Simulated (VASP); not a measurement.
# Ta2C (P-3m1) in VASP: further runs

Ta2C is run at these levels: r2SCAN; tasks: single point.

All numbers are computed with VASP 6.6.1; they aren't measurements. Logs are shortened: lines on timing, memory, paths and dates and some standing lists are left out, and cuts for length are marked.

### Step 1. The cell of the first run

Symmetry: P-3m1, No. 164, trigonal system. Conventional cell: a = 3.097 Å, b = 3.097 Å, c = 5.041 Å, α = 90.00°, β = 90.00°, γ = 120.00°. Within 2.9 Å of Ta (site symmetry 3m) lie 3 C at 2.19 Å. Within 2.9 Å of C (site symmetry -3m) lie 6 Ta at 2.19 Å.

### Step 2. Single point, r2SCAN (uniaxial strain along c: +2.0 %, then relaxed in part)

POSCAR

```
Ta2C
1.0
    3.0971616609      0.0000000000      0.0000000000
   -1.5485808304      2.6822206779      0.0000000000
    0.0000000000      0.0000000000      5.0411449255
Ta C
2 1
Direct
    0.3333333339      0.6666666661      0.2524074385
    0.6666666661      0.3333333339      0.7475925615
    0.0000000000      0.0000000000      0.0000000000
```

INCAR.step1

```
PREC = Accurate
ENCUT = 520
ISMEAR = 0
SIGMA = 0.1
LREAL = F
LASPH = T
NELM = 80
NBANDS = 20
GGA = PE
ALGO = Normal
EDIFF = 1E-4
LWAVE = T
LCHARG = F
```

INCAR.step2

```
PREC = Accurate
ENCUT = 520
EDIFF = 1E-6
ISMEAR = 0
SIGMA = 0.1
LREAL = F
LASPH = T
NELM = 80
ALGO = Normal
ISIF = 2
LWAVE = F
LCHARG = F
METAGGA = R2SCAN
LMIXTAU = T
NBANDS = 20
ISTART = 1
```

KPOINTS

```
regular mesh
0
Gamma
  18 18 10
```

Potentials or basis: VASP PAW PBE potentials, release 64 (Ta_pv, C).

The run is started by

```console
$ cat potpaw_PBE.64/Ta_pv/POTCAR potpaw_PBE.64/C/POTCAR > POTCAR
$ cp INCAR.step1 INCAR
$ mpirun -np 1 vasp_std > vasp.out
$ cp INCAR.step2 INCAR
$ mpirun -np 1 vasp_std > vasp.out
```

OUTCAR:

```text
PREC = Accurate
   ENCUT = 520
   EDIFF = 1E-6
   ISMEAR = 0
   LREAL = F
   LASPH = T
   NELM = 80
   ISIF = 2
   METAGGA = R2SCAN
   ISTART = 1

 ion  position               nearest neighbor table
   1  0.333  0.667  0.252-   3 2.19   3 2.19   3 2.19   2 3.07   2 3.07   2 3.07   2 3.11   2 3.11
                             2 3.11
   2  0.667  0.333  0.748-   3 2.19   3 2.19   3 2.19   1 3.07   1 3.07   1 3.07   1 3.11   1 3.11
                             1 3.11
   3  0.000  0.000  0.000-   1 2.19   2 2.19   2 2.19   1 2.19   1 2.19   2 2.19

  LATTYP: Found a hexagonal cell.
 ALAT       =     3.0971616609
 C/A-ratio  =     1.6276660625

  Lattice vectors:

 A1 = (   3.0971616609,   0.0000000000,   0.0000000000)
 A2 = (  -1.5485808304,   2.6822206779,   0.0000000000)
 A3 = (   0.0000000000,   0.0000000000,   5.0411449255)

Analysis of symmetry for initial positions (statically):
=====================================================================
 Subroutine PRICEL returns:
 Original cell was already a primitive cell.

 Routine SETGRP: Setting up the symmetry group for a
 hexagonal supercell.

 Subroutine GETGRP returns: Found 12 space group operations
 (whereof 12 operations were pure point group operations)
 out of a pool of 24 trial point group operations.

The static configuration has the point symmetry D_3d.

Analysis of symmetry for dynamics (positions and initial velocities):
=====================================================================
 Subroutine PRICEL returns:
 Original cell was already a primitive cell.

 Routine SETGRP: Setting up the symmetry group for a
 hexagonal supercell.

 Subroutine GETGRP returns: Found 12 space group operations
 (whereof 12 operations were pure point group operations)
 out of a pool of 24 trial point group operations.

The dynamic configuration has the point symmetry D_3d.

 Subroutine INISYM returns: Found 12 space group operations
 (whereof 12 operations are pure point group operations),
 and found     1 'primitive' translations

----------------------------------------------------------------------------------------

                                     Primitive cell

  volume of cell :      41.8782

  direct lattice vectors                    reciprocal lattice vectors
     3.097161661  0.000000000  0.000000000     0.322876268  0.186412701  0.000000000
    -1.548580830  2.682220678  0.000000000     0.000000000  0.372825401  0.000000000
     0.000000000  0.000000000  5.041144926     0.000000000  0.000000000  0.198367636

  length of vectors
     3.097161661  3.097161661  5.041144926     0.372825401  0.372825401  0.198367636

  position of ions in fractional coordinates (direct lattice)
     0.333333334  0.666666666  0.252407439
     0.666666666  0.333333334  0.747592561
     0.000000000  0.000000000  0.000000000

  ion indices of the primitive-cell ions
   primitive index   ion index
                 1           1
                 2           2
                 3           3

----------------------------------------------------------------------------------------

 KPOINTS: regular mesh

Automatic generation of k-mesh.
 Grid dimensions read from file:
 generate k-points for:   18   18   10

 Generating k-lattice:

  Cartesian coordinates                     Fractional coordinates (reciprocal lattice)
     0.017937570  0.010356261  0.000000000     0.055555556 -0.000000000  0.000000000
     0.000000000  0.020712522  0.000000000     0.000000000  0.055555556  0.000000000
     0.000000000  0.000000000  0.019836764     0.000000000  0.000000000  0.100000000

  Length of vectors
     0.020712522  0.020712522  0.019836764

  Shift w.r.t. Gamma in fractional coordinates (k-lattice)
     0.000000000  0.000000000  0.000000000

 Subroutine IBZKPT returns following result:
 ===========================================

 Found    330 irreducible k-points:

 Following reciprocal coordinates:
            Coordinates               Weight
  0.000000  0.000000  0.000000      1.000000
  0.055556  0.000000  0.000000      6.000000
  0.111111  0.000000  0.000000      6.000000
  0.166667  0.000000  0.000000      6.000000
  0.222222  0.000000  0.000000      6.000000
  0.277778  0.000000  0.000000      6.000000
[... 16 lines left out ...]
  0.333333  0.111111  0.000000     12.000000
  0.388889  0.111111  0.000000     12.000000
 [... further k-points ...]
   k-points           NKPTS =    330   k-points in BZ     NKDIM =    330   number of bands    NBANDS=     20
   number of dos      NEDOS =    301   number of ions     NIONS =      3
   total plane-waves  NPLWV =  23040
   dimension x,y,z NGX =    24 NGY =   24 NGZ =   40
   dimension x,y,z NGXF=    48 NGYF=   48 NGZF=   80
   ions per type =               2   1
   NGX,Y,Z   is equivalent  to a cutoff of  12.88, 12.88, 13.19 a.u.
   NGXF,Y,Z  is equivalent  to a cutoff of  25.76, 25.76, 26.38 a.u.
 SYSTEM =  unknown system
   PREC   = accura    normal or accurate (medium, high low for compatibility)
   ISTART =      1    job   : 0-new  1-cont  2-samecut
   ICHARG =      0    charge: 1-file 2-atom 10-const
   ISPIN  =      1    spin polarized calculation?
   LNONCOLLINEAR =      F non collinear calculations
   LSORBIT =      F    spin-orbit coupling
   LASPH  =      T    aspherical Exc in radial PAW
   ENCUT  =  520.0 eV  38.22 Ry    6.18 a.u.   5.76  5.76  9.37*2*pi/ulx,y,z
   NELM   =     80;   NELMIN=  2; NELMDL=  0     # of ELM steps
   EDIFF  = 0.1E-05   stopping-criterion for ELM
   LREAL  =      F    real-space projection
   EDIFFG = 0.1E-04   stopping-criterion for IOM
   NSW    =      0    number of steps for IOM
   IBRION =     -1    ionic relax: 0-MD 1-quasi-New 2-CG
   NFREE  =      0    steps in history (QN), initial steepest desc. (CG)
   ISIF   =      2    stress and relaxation
   ISYM   =      2    0-nonsym 1-usesym 2-fastsym
   POTIM  = 0.5000    time-step for ionic-motion
   TEBEG  =    0.0;   TEEND  =   0.0 temperature during run
   PSTRESS=    0.0 pullay stress
   NELECT =      26.0000    total number of electrons
   NUPDOWN=      -1.0000    fix difference up-down
   EMIN   =  10.00;   EMAX   =-10.00  energy-range for DOS
   EFERMI =   0.00;   METHOD = LEGACY
   ISMEAR =     0;   SIGMA  =   0.10  broadening in eV -4-tet -1-fermi 0-gaus
   EFERMI_NEDOS =   21; number of points for ismear=-14 and -15
   IALGO  =     38    algorithm
   IMIX   =      4    mixing-type and parameters
     AMIX     =   0.40;   BMIX     =  1.00
     AMIX_MAG =   1.60;   BMIX_MAG =  1.00
  volume/ion in A,a.u.               =      13.96        94.20
  Fermi-wavevector in a.u.,A,eV,Ry     =   1.396594  2.639179 26.537811  1.950474
  Thomas-Fermi vector in A             =   2.519933
   LORBIT       =      0    0 simple, 1 ext, 2 COOP (PROOUT), +10 PAW based schemes
   METAGGA = R2SCAN    functional components
   LHFCALC =     F    Hartree Fock is set to
   AEXX    =    0.0000 exact exchange contribution
   IVDW    =     0    specifies the selected vdW correction
   LEPSILON=     F    determine dielectric tensor
   LRPA    =     F    only Hartree local field effects (RPA)
 non-spin polarized calculation
 Gauss-broadening in eV      SIGMA  =   0.10
  energy-cutoff  :      520.00
  volume of cell :       41.88
 maximum number of plane-waves:      1144
   NGX = 11   NGY = 11   NGZ = 19

 number of electron      26.0000001 magnetization

 Free energy of the ion-electron system (eV)
  ---------------------------------------------------
  ext. energy  EPLUGINS =         0.00000000
  ---------------------------------------------------
  free energy    TOTEN  =      -109.14520737 eV

  energy without entropy =     -109.14164934  energy(sigma->0) =     -109.14342835

 E-fermi :   6.4752     XC(G=0): -13.7874

 val. band max:        6.4712547058   @ k =   0.4444   0.1111   0.5000
 cond. band min:       6.4872899214   @ k =   0.0556   0.0000   0.4000
 fundamental gap:      0.0160352157
 Fermi energy:         6.4752364801

 k-point     1 :       0.0000    0.0000    0.0000
  band No.  band energies     occupation
      1     -29.7578      2.00000
      2     -29.0699      2.00000
      3     -29.0699      2.00000
      4     -28.9738      2.00000
      5     -28.9738      2.00000
      6     -28.9276      2.00000
[... 12 lines left out ...]
     19       9.3176      0.00000
     20      14.1353      0.00000

 k-point     2 :       0.0556    0.0000    0.0000
  band No.  band energies     occupation
      1     -29.7494      2.00000
      2     -29.0898      2.00000
      3     -29.0767      2.00000
      4     -28.9932      2.00000
      5     -28.9759      2.00000
      6     -28.9301      2.00000
[... 12 lines left out ...]
     19       9.7137      0.00000
     20      14.2004      0.00000

 k-point     3 :       0.1111    0.0000    0.0000
  band No.  band energies     occupation
      1     -29.7247      2.00000
      2     -29.1465      2.00000
      3     -29.0953      2.00000
      4     -29.0484      2.00000
      5     -28.9824      2.00000
      6     -28.9379      2.00000
[... 12 lines left out ...]
     19      10.5376      0.00000
     20      14.1442      0.00000

 k-point     4 :       0.1667    0.0000    0.0000
  band No.  band energies     occupation
      1     -29.6855      2.00000
      2     -29.2331      2.00000
      3     -29.1309      2.00000
      4     -29.1227      2.00000
      5     -28.9933      2.00000
      6     -28.9515      2.00000
[... 12 lines left out ...]
     19      11.4361      0.00000
     20      13.8832      0.00000

 k-point     5 :       0.2222    0.0000    0.0000
  band No.  band energies     occupation
      1     -29.6346      2.00000
      2     -29.3385      2.00000
      3     -29.2291      2.00000
      4     -29.1549      2.00000
      5     -29.0080      2.00000
      6     -28.9716      2.00000
[... 12 lines left out ...]
     19      12.2784      0.00000
     20      13.5839      0.00000

 k-point     6 :       0.2778    0.0000    0.0000
  band No.  band energies     occupation
      1     -29.5772      2.00000
      2     -29.4480      2.00000
      3     -29.3304      2.00000
      4     -29.1879      2.00000
      5     -29.0246      2.00000
      6     -28.9981      2.00000
[... 12 lines left out ...]
     19      12.9429      0.00000
     20      13.3986      0.00000

 k-point     7 :       0.3333    0.0000    0.0000
  band No.  band energies     occupation
      1     -29.5663      2.00000
      2     -29.5007      2.00000
      3     -29.4220      2.00000
      4     -29.2181      2.00000
      5     -29.0408      2.00000
      6     -29.0302      2.00000
[... 12 lines left out ...]
     19      12.9946      0.00000
     20      13.6077      0.00000
[... 277 lines left out ...]
 k-point    20 :       0.1667    0.1111    0.0000
  band No.  band energies     occupation
      1     -29.6137      2.00000
      2     -29.3440      2.00000
      3     -29.3026      2.00000
      4     -29.1407      2.00000
      5     -29.0413      2.00000
      6     -28.9800      2.00000
[... 12 lines left out ...]
     19      12.2584      0.00000
     20      13.6176      0.00000

 k-point    21 :       0.2222    0.1111    0.0000
  band No.  band energies     occupation
      1     -29.5587      2.00000
      2     -29.4447      2.00000
      3     -29.3749      2.00000
      4     -29.1882      2.00000
      5     -29.0644      2.00000
      6     -29.0068      2.00000
[... 12 lines left out ...]
     19      12.7044      0.00000
     20      13.5155      0.00000

 k-point    22 :       0.2778    0.1111    0.0000
  band No.  band energies     occupation
      1     -29.5561      2.00000
      2     -29.4850      2.00000
      3     -29.4376      2.00000
      4     -29.2341      2.00000
      5     -29.0853      2.00000
      6     -29.0394      2.00000
[... 12 lines left out ...]
     19      12.8631      0.00000
     20      13.3140      0.00000

 k-point    23 :       0.3333    0.1111    0.0000
  band No.  band energies     occupation
      1     -29.6282      2.00000
      2     -29.4972      2.00000
      3     -29.4242      2.00000
      4     -29.2711      2.00000
      5     -29.1022      2.00000
      6     -29.0753      2.00000
[... 12 lines left out ...]
     19      12.7322      0.00000
     20      12.8623      0.00000

 k-point    24 :       0.3889    0.1111    0.0000
  band No.  band energies     occupation
      1     -29.6776      2.00000
      2     -29.5306      2.00000
      3     -29.3782      2.00000
      4     -29.2949      2.00000
      5     -29.1138      2.00000
      6     -29.1072      2.00000
[... 12 lines left out ...]
     19      12.3061      0.00000
     20      12.5569      0.00000

 [... further k-points ...]

------------------------ aborting loop because EDIFF is reached ----------------------------------------

  FORCE on cell =-STRESS in cart. coord.  units (eV):
  Direction    XX          YY          ZZ          XY          YZ          ZX
  --------------------------------------------------------------------------------------
  -------------------------------------------------------------------------------------
  Total        0.2175659      0.2175659     -2.1038845      0.0000000      0.0000000      0.0000000
  in kB        8.3236521      8.3236521    -80.4905524      0.0000000      0.0000000      0.0000000
  external PRESSURE =     -21.2810827 kB  Pullay stress =       0.0000000 kB

 VOLUME and BASIS-vectors are now :
 -----------------------------------------------------------------------------
  energy-cutoff  :      520.00
  volume of cell :       41.88
      direct lattice vectors                 reciprocal lattice vectors
     3.097161661  0.000000000  0.000000000     0.322876268  0.186412701  0.000000000
    -1.548580830  2.682220678  0.000000000     0.000000000  0.372825401  0.000000000
     0.000000000  0.000000000  5.041144926     0.000000000  0.000000000  0.198367636

 POSITION                                       TOTAL-FORCE (eV/Angst)
 -----------------------------------------------------------------------------------
      0.00000      1.78815      1.27242         0.000000      0.000000      0.042562
      1.54858      0.89407      3.76872        -0.000000     -0.000000     -0.042562
      0.00000      0.00000      0.00000         0.000000      0.000000      0.000000
 -----------------------------------------------------------------------------------
    total drift:                                0.000000     -0.000000      0.000000

  FREE ENERGIE OF THE ION-ELECTRON SYSTEM (eV)
  ---------------------------------------------------
  free  energy   TOTEN  =      -109.1452073664 eV

  energy  without entropy=     -109.1416493389  energy(sigma->0) =     -109.14342835
```

It took 12 min on 1 thread of Oxide Virtual Turin-like, shared host; peak memory 0.33 GiB.

What came out:

| Item | Value |
| --- | --- |
| Free energy | -109.1452 eV |
| Pressure | -2.1 GPa |
| Largest force | 0.043 eV/Å |
| Band gap on the k mesh | zero (bands 13 and 14 overlap by 0.70 eV) |

Forces on the atoms (eV/Å):
```
Ta   0.000  0.000  0.043
Ta   0.000  0.000 -0.043
C    0.000  0.000  0.000
```

Caveat: the cell differs from its parent crystal (uniaxial strain along c: +2.0 %, then relaxed in part); the stress differs along the axes, from -8 to 1 GPa; the PAW data sets were made with another functional, which shifts forces and pressure a little; spin-orbit coupling is left out, which moves the levels of the heavy elements.

(Part 1 of 2 ends here.)
